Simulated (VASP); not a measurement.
A run of VASP 6.6.1 is set up as follows.

The input POSCAR:

```
Hg4S3O
1.0
    5.7456490612      0.0000000000      0.0000000000
    0.0000000000      5.7456490612      0.0000000000
    0.0000000000      0.0000000000      5.7456490612
O Hg S
1 4 3
Direct
    0.0000000000      0.0000000000      0.0000000000
    0.7688820100      0.7688820100      0.7688820100
    0.2311179900      0.2311179900      0.7688820100
    0.2311179900      0.7688820100      0.2311179900
    0.7688820100      0.2311179900      0.2311179900
    0.5000000000      0.5000000000      0.0000000000
    0.5000000000      0.0000000000      0.5000000000
    0.0000000000      0.5000000000      0.5000000000
```

File INCAR.step1:

```
SYSTEM = Hg4S3O
PREC = Accurate
ENCUT = 520
ISMEAR = -1
SIGMA = 0.02
LREAL = .FALSE.
LASPH = .TRUE.
NELM = 80
NBANDS = 46
GGA = PE
ALGO = Normal
EDIFF = 1E-4
LWAVE = .TRUE.
LCHARG = .FALSE.
```

Contents of INCAR.step2:

```
SYSTEM = Hg4S3O
PREC = Accurate
ENCUT = 520
EDIFF = 1E-6
ISMEAR = -1
SIGMA = 0.02
LREAL = .FALSE.
LASPH = .TRUE.
NELM = 80
ALGO = Normal
ISIF = 2
LWAVE = .FALSE.
LCHARG = .TRUE.
METAGGA = R2SCAN
LMIXTAU = .TRUE.
LELF = .TRUE.
LVHAR = .TRUE.
NBANDS = 46
ISTART = 1
```

Contents of KPOINTS:

```
Automatic mesh
0
G
  4 4 4
  0 0 0
```

Potentials or basis: VASP PAW PBE potentials, release 64 (O, Hg, S).

Run with:

```bash
$ cat potpaw_PBE.64/O/POTCAR potpaw_PBE.64/Hg/POTCAR potpaw_PBE.64/S/POTCAR > POTCAR
$ cp INCAR.step1 INCAR
$ mpirun -np 1 vasp_std > vasp.out
$ cp INCAR.step2 INCAR
$ mpirun -np 1 vasp_std > vasp.out
```

(1) What does it give for the largest force?

(2) Estimate the pressure.

(3) Estimate the band gap on the k mesh.

Results:

(1) 0.052 eV/Å.

(2) 0.4 GPa.

(3) zero (filled and empty bands touch).

Caveat: semilocal functionals underestimate gaps, so a narrow gap can read as zero; the PAW data sets were made with another functional, which shifts forces and pressure a little; spin-orbit coupling is left out, which moves the levels of the heavy elements.
